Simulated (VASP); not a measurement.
# SrAg3 (Pm-3m) in VASP: density of states with PBE

Aim: the density of states of SrAg3 with PBE.

All numbers are computed with VASP 6.6.1; they aren't measurements. Logs are shortened: lines on timing, memory, paths and dates and some standing lists are left out, and cuts for length are marked.

### Step 1. The cell of the first run

The structure is cubic, space group Pm-3m (No. 221). The conventional cell has a = 4.571 Å, b = 4.571 Å, c = 4.571 Å, α = 90.00°, β = 90.00°, γ = 90.00°. Sr (site symmetry m-3m) has 12 Ag at 3.23 Å within 4.3 Å. Within 4.3 Å of Ag (site symmetry 4/mmm) lie 4 Sr at 3.23 Å and 8 Ag at 3.23 Å.

### Step 2. Density of states, PBE

File POSCAR:

```
SrAg3
1.0
    4.5708679551      0.0000000000      0.0000000000
    0.0000000000      4.5708679551      0.0000000000
    0.0000000000      0.0000000000      4.5708679551
Sr Ag
1 3
Direct
    0.0000000000      0.0000000000      0.0000000000
    0.0000000000      0.5000000000      0.5000000000
    0.5000000000      0.5000000000      0.0000000000
    0.5000000000      0.0000000000      0.5000000000
```

File INCAR.step1:

```
SYSTEM = SrAg3
ALGO = Fast ; EDIFF = 1E-6
ENCUT = 520 ; GGA = PE
ISIF = 2 ; ISMEAR = 0
LASPH = .True. ; LCHARG = .True.
LMAXMIX = 4 ; LREAL = .False.
LWAVE = .False. ; NBANDS = 30
NELM = 60 ; PREC = Accurate
SIGMA = 0.05
```

File KPOINTS.step1:

```
k-points
0
Gamma
  8 8 8
  0 0 0
```

File INCAR.step2:

```
SYSTEM = SrAg3
ALGO = Fast ; EDIFF = 1E-6
ENCUT = 520 ; GGA = PE
ICHARG = 11 ; ISIF = 2
ISMEAR = -5 ; LASPH = .True.
LCHARG = .False. ; LMAXMIX = 4
LORBIT = 10 ; LREAL = .False.
LWAVE = .False. ; NBANDS = 30
NEDOS = 2001 ; NELM = 60
PREC = Accurate ; SIGMA = 0.05
```

File KPOINTS.step2:

```
k-points
0
Gamma
  12 12 12
  0 0 0
```

Potentials or basis: VASP PAW PBE potentials, release 64 (Sr_sv, Ag).

The run is started by

```
> cat potpaw_PBE.64/Sr_sv/POTCAR potpaw_PBE.64/Ag/POTCAR > POTCAR
> cp INCAR.step1 INCAR
> cp KPOINTS.step1 KPOINTS
> mpirun -np 1 vasp_std > vasp.out
> cp INCAR.step2 INCAR
> cp KPOINTS.step2 KPOINTS
> mpirun -np 1 vasp_std > vasp.out
```

OUTCAR:

```text
SYSTEM = SrAg3
   EDIFF = 1E-6
   ENCUT = 520
   GGA = PE
   ICHARG = 11
   ISIF = 2
   ISMEAR = -5
   LASPH = .True.
   LORBIT = 10
   LREAL = .False.
   NELM = 60
   PREC = Accurate

 ion  position               nearest neighbor table
   1  0.000  0.000  0.000-   2 3.23   3 3.23   4 3.23   2 3.23   4 3.23   2 3.23   3 3.23   2 3.23
                             3 3.23   4 3.23   4 3.23   3 3.23
   2  0.000  0.500  0.500-   1 3.23   3 3.23   4 3.23   1 3.23   3 3.23   1 3.23   4 3.23   1 3.23
                             3 3.23   4 3.23   3 3.23   4 3.23
   3  0.500  0.500  0.000-   1 3.23   2 3.23   4 3.23   2 3.23   4 3.23   1 3.23   4 3.23   4 3.23
                             1 3.23   2 3.23   2 3.23   1 3.23
   4  0.500  0.000  0.500-   1 3.23   2 3.23   3 3.23   1 3.23   3 3.23   2 3.23   3 3.23   3 3.23
                             1 3.23   2 3.23   1 3.23   2 3.23

  LATTYP: Found a simple cubic cell.
 ALAT       =     4.5708679551

  Lattice vectors:

 A1 = (   4.5708679551,   0.0000000000,   0.0000000000)
 A2 = (   0.0000000000,   4.5708679551,   0.0000000000)
 A3 = (   0.0000000000,   0.0000000000,   4.5708679551)

Analysis of symmetry for initial positions (statically):
=====================================================================
 Subroutine PRICEL returns:
 Original cell was already a primitive cell.

 Routine SETGRP: Setting up the symmetry group for a
 simple cubic supercell.

 Subroutine GETGRP returns: Found 48 space group operations
 (whereof 48 operations were pure point group operations)
 out of a pool of 48 trial point group operations.

The static configuration has the point symmetry O_h .

Analysis of symmetry for dynamics (positions and initial velocities):
=====================================================================
 Subroutine PRICEL returns:
 Original cell was already a primitive cell.

 Routine SETGRP: Setting up the symmetry group for a
 simple cubic supercell.

 Subroutine GETGRP returns: Found 48 space group operations
 (whereof 48 operations were pure point group operations)
 out of a pool of 48 trial point group operations.

The dynamic configuration has the point symmetry O_h .

 Subroutine INISYM returns: Found 48 space group operations
 (whereof 48 operations are pure point group operations),
 and found     1 'primitive' translations

----------------------------------------------------------------------------------------

                                     Primitive cell

  volume of cell :      95.4984

  direct lattice vectors                    reciprocal lattice vectors
     4.570867955  0.000000000  0.000000000     0.218776830  0.000000000  0.000000000
     0.000000000  4.570867955  0.000000000     0.000000000  0.218776830  0.000000000
     0.000000000  0.000000000  4.570867955     0.000000000  0.000000000  0.218776830

  length of vectors
     4.570867955  4.570867955  4.570867955     0.218776830  0.218776830  0.218776830

  position of ions in fractional coordinates (direct lattice)
     0.000000000  0.000000000  0.000000000
     0.000000000  0.500000000  0.500000000
     0.500000000  0.500000000  0.000000000
     0.500000000  0.000000000  0.500000000

  ion indices of the primitive-cell ions
   primitive index   ion index
                 1           1
                 2           2
                 3           3
                 4           4

----------------------------------------------------------------------------------------

 KPOINTS: k-points

Automatic generation of k-mesh.
 Grid dimensions read from file:
 generate k-points for:   12   12   12

 Generating k-lattice:

  Cartesian coordinates                     Fractional coordinates (reciprocal lattice)
     0.018231402  0.000000000  0.000000000     0.083333333  0.000000000  0.000000000
     0.000000000  0.018231402  0.000000000     0.000000000  0.083333333  0.000000000
     0.000000000  0.000000000  0.018231402     0.000000000  0.000000000  0.083333333

  Length of vectors
     0.018231402  0.018231402  0.018231402

  Shift w.r.t. Gamma in fractional coordinates (k-lattice)
     0.000000000  0.000000000  0.000000000

 TETIRR: Found    854 inequivalent tetrahedra from    10368

 Subroutine IBZKPT returns following result:
 ===========================================

 Found     84 irreducible k-points:

 Following reciprocal coordinates:
            Coordinates               Weight
  0.000000  0.000000  0.000000      1.000000
  0.083333  0.000000  0.000000      6.000000
  0.166667  0.000000  0.000000      6.000000
  0.250000  0.000000  0.000000      6.000000
  0.333333  0.000000  0.000000      6.000000
  0.416667  0.000000  0.000000      6.000000
[... 16 lines left out ...]
  0.333333  0.333333  0.000000     12.000000
  0.416667  0.333333  0.000000     24.000000
 [... further k-points ...]
   k-points           NKPTS =     84   k-points in BZ     NKDIM =     84   number of bands    NBANDS=     30
   number of dos      NEDOS =   2001   number of ions     NIONS =      4
   total plane-waves  NPLWV =  46656
   dimension x,y,z NGX =    36 NGY =   36 NGZ =   36
   dimension x,y,z NGXF=    72 NGYF=   72 NGZF=   72
   ions per type =               1   3
   NGX,Y,Z   is equivalent  to a cutoff of  13.09, 13.09, 13.09 a.u.
   NGXF,Y,Z  is equivalent  to a cutoff of  26.19, 26.19, 26.19 a.u.
 SYSTEM =  SrAg3
   PREC   = accura    normal or accurate (medium, high low for compatibility)
   ISTART =      0    job   : 0-new  1-cont  2-samecut
   ICHARG =     11    charge: 1-file 2-atom 10-const
   ISPIN  =      1    spin polarized calculation?
   LNONCOLLINEAR =      F non collinear calculations
   LSORBIT =      F    spin-orbit coupling
   LASPH  =      T    aspherical Exc in radial PAW
   ENCUT  =  520.0 eV  38.22 Ry    6.18 a.u.   8.50  8.50  8.50*2*pi/ulx,y,z
   NELM   =     60;   NELMIN=  2; NELMDL=  0     # of ELM steps
   EDIFF  = 0.1E-05   stopping-criterion for ELM
   LREAL  =      F    real-space projection
[... 7 lines left out ...]
   TEBEG  =    0.0;   TEEND  =   0.0 temperature during run
   PSTRESS=    0.0 pullay stress
   NELECT =      43.0000    total number of electrons
   NUPDOWN=      -1.0000    fix difference up-down
   EMIN   =  10.00;   EMAX   =-10.00  energy-range for DOS
   EFERMI =   0.00;   METHOD = LEGACY
   ISMEAR =    -5;   SIGMA  =   0.05  broadening in eV -4-tet -1-fermi 0-gaus
   EFERMI_NEDOS =   21; number of points for ismear=-14 and -15
   IALGO  =     68    algorithm
   IMIX   =      4    mixing-type and parameters
     AMIX     =   0.40;   BMIX     =  1.00
     AMIX_MAG =   1.60;   BMIX_MAG =  1.00
  volume/ion in A,a.u.               =      23.87       161.11
  Fermi-wavevector in a.u.,A,eV,Ry     =   1.254774  2.371180 21.421812  1.574459
  Thomas-Fermi vector in A             =   2.388563
   LORBIT       =     10    0 simple, 1 ext, 2 COOP (PROOUT), +10 PAW based schemes
   GGA     = PE    functional components
   LHFCALC =     F    Hartree Fock is set to
   AEXX    =    0.0000 exact exchange contribution
   IVDW    =     0    specifies the selected vdW correction
   LEPSILON=     F    determine dielectric tensor
   LRPA    =     F    only Hartree local field effects (RPA)
 non-spin polarized calculation
 RMM-DIIS sequential band-by-band and
 Fermi weights with tetrahedron method with Bloechl corrections
  energy-cutoff  :      520.00
  volume of cell :       95.50
 maximum number of plane-waves:      2612
 NGX is ok and might be reduce to    36

 number of electron      42.9999981 magnetization

 Free energy of the ion-electron system (eV)
  ---------------------------------------------------
  ext. energy  EPLUGINS =         0.00000000
  ---------------------------------------------------
  free energy    TOTEN  =        -9.94721701 eV

  energy without entropy =       -9.94721701  energy(sigma->0) =       -9.94721701

 E-fermi :   5.2563     XC(G=0): -10.3478

 val. band max:        5.4258408140   @ k =   0.1667   0.1667   0.1667
 cond. band min:       5.1612069186   @ k =   0.5000   0.4167   0.1667
 fundamental gap:     -0.2646338954
 Fermi energy:         5.2563025978

 k-point     1 :       0.0000    0.0000    0.0000
  band No.  band energies     occupation
      1     -30.1437      2.00000
      2     -12.2037      2.00000
      3     -12.2037      2.00000
      4     -12.2037      2.00000
      5      -0.6680      2.00000
      6      -0.0274      2.00000
[... 22 lines left out ...]
     29      12.4430      0.00000
     30      12.7553      0.00000

 k-point     2 :       0.0833    0.0000    0.0000
  band No.  band energies     occupation
      1     -30.1435      2.00000
      2     -12.2099      2.00000
      3     -12.2040      2.00000
      4     -12.2040      2.00000
      5      -0.6044      2.00000
      6      -0.0091      2.00000
[... 22 lines left out ...]
     29      11.9512      0.00000
     30      12.5879      0.00000

 k-point     3 :       0.1667    0.0000    0.0000
  band No.  band energies     occupation
      1     -30.1430      2.00000
      2     -12.2268      2.00000
      3     -12.2046      2.00000
      4     -12.2046      2.00000
      5      -0.4188      2.00000
      6       0.0422      2.00000
[... 22 lines left out ...]
     29      11.0312      0.00000
     30      12.7562      0.00000

 k-point     4 :       0.2500    0.0000    0.0000
  band No.  band energies     occupation
      1     -30.1423      2.00000
      2     -12.2496      2.00000
      3     -12.2055      2.00000
      4     -12.2055      2.00000
      5      -0.1336      2.00000
      6       0.1207      2.00000
[... 616 lines left out ...]
     29      11.0481      0.00000
     30      12.4704      0.00000

 k-point    23 :       0.3333    0.3333    0.0000
  band No.  band energies     occupation
      1     -30.1399      2.00000
      2     -12.2666      2.00000
      3     -12.2589      2.00000
      4     -12.2084      2.00000
      5       0.3003      2.00000
      6       0.3846      2.00000
[... 22 lines left out ...]
     29      12.2442      0.00000
     30      12.3671      0.00000

 k-point    24 :       0.4167    0.3333    0.0000
  band No.  band energies     occupation
      1     -30.1395      2.00000
      2     -12.2766      2.00000
      3     -12.2601      2.00000
      4     -12.2089      2.00000
      5       0.3661      2.00000
      6       0.4398      2.00000
[... 22 lines left out ...]
     29      11.6599      0.00000
     30      12.1800      0.00000

 [... further k-points ...]
[... 5 lines left out ...]
  --------------------------------------------------------------------------------------
  -------------------------------------------------------------------------------------
  Total        0.3601355      0.3601355      0.3601355      0.0000000      0.0000000      0.0000000
  in kB        6.0419963      6.0419963      6.0419963      0.0000000      0.0000000      0.0000000
  external PRESSURE =       6.0419963 kB  Pullay stress =       0.0000000 kB

 VOLUME and BASIS-vectors are now :
 -----------------------------------------------------------------------------
  energy-cutoff  :      520.00
  volume of cell :       95.50
      direct lattice vectors                 reciprocal lattice vectors
     4.570867955  0.000000000  0.000000000     0.218776830  0.000000000  0.000000000
     0.000000000  4.570867955  0.000000000     0.000000000  0.218776830  0.000000000
     0.000000000  0.000000000  4.570867955     0.000000000  0.000000000  0.218776830

 POSITION                                       TOTAL-FORCE (eV/Angst)
 -----------------------------------------------------------------------------------
      0.00000      0.00000      0.00000         0.000000      0.000000      0.000000
      0.00000      2.28543      2.28543         0.000000      0.000000      0.000000
      2.28543      2.28543      0.00000         0.000000      0.000000      0.000000
      2.28543      0.00000      2.28543         0.000000      0.000000      0.000000
 -----------------------------------------------------------------------------------
    total drift:                                0.000000      0.000000      0.000000

  FREE ENERGIE OF THE ION-ELECTRON SYSTEM (eV)
  ---------------------------------------------------
  free  energy   TOTEN  =        -9.9472170073 eV

  energy  without entropy=       -9.9472170073  energy(sigma->0) =       -9.94721701

 total charge

# of ion       s       p       d       tot
------------------------------------------
    1        2.040   5.775   0.206   8.021
    2        0.479   0.167   9.150   9.796
    3        0.479   0.167   9.150   9.796
    4        0.479   0.167   9.150   9.796
--------------------------------------------------
tot          3.476   6.276  27.655  37.408
```

Run time: 3.2 min. Hardware: 1 thread of Intel Xeon Platinum 8488C (Sapphire Rapids), shared host; peak memory 0.34 GiB.

Results:

* Valence electrons inside the program's atomic spheres: Sr 8.02; Ag 9.80

Caveat: tetrahedron occupations give inexact forces and stress in metals.
